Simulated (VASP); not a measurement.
Input of a VASP 6.6.1 run:

File POSCAR:

```
Sr2C
1.0
    0.0000000000      3.3601424432      3.3601424432
    3.3601424432      0.0000000000      3.3601424432
    3.3601424432      3.3601424432      0.0000000000
C Sr
1 2
Direct
    0.0000000000      0.0000000000      0.0000000000
    0.2500000000      0.2500000000      0.2500000000
    0.7500000000      0.7500000000      0.7500000000
```

File INCAR.step1:

```
PREC = Accurate
ENCUT = 520
EDIFF = 1E-5
ISMEAR = -1
SIGMA = 0.02
LREAL = False
LASPH = True
NELM = 80
ALGO = Normal
ISIF = 2
LWAVE = True
GGA = PE
NBANDS = 19
```

Contents of INCAR.step2:

```
PREC = Accurate
ENCUT = 520
EDIFF = 1E-6
ISMEAR = -1
SIGMA = 0.02
LREAL = False
LASPH = True
NELM = 80
ALGO = Normal
ISIF = 2
LWAVE = False
LCHARG = True
GGA = PE
LHFCALC = True
HFSCREEN = 0.2079
PRECFOCK = Normal
LELF = True
LVHAR = True
ISTART = 1
NBANDS = 19
```

KPOINTS

```
regular mesh
0
Gamma
  4 4 4
```

Potentials or basis: VASP PAW PBE potentials, release 64 (C, Sr_sv).

The run is started by

```bash
$ cat potpaw_PBE.64/C/POTCAR potpaw_PBE.64/Sr_sv/POTCAR > POTCAR
$ cp INCAR.step1 INCAR
$ mpirun -np 1 vasp_std > vasp.out
$ cp INCAR.step2 INCAR
$ mpirun -np 1 vasp_std > vasp.out
```

Q: Predict the pressure.

A: 0.4 GPa.

Q: Estimate the band gap on the k mesh.

A: 0.37 eV (least direct gap 0.39 eV).

Caveat: the structure was generated, so it needn't be the stable form of Sr2C; the PAW data sets were made with another functional, which shifts forces and pressure a little. A k mesh can miss the band edges.
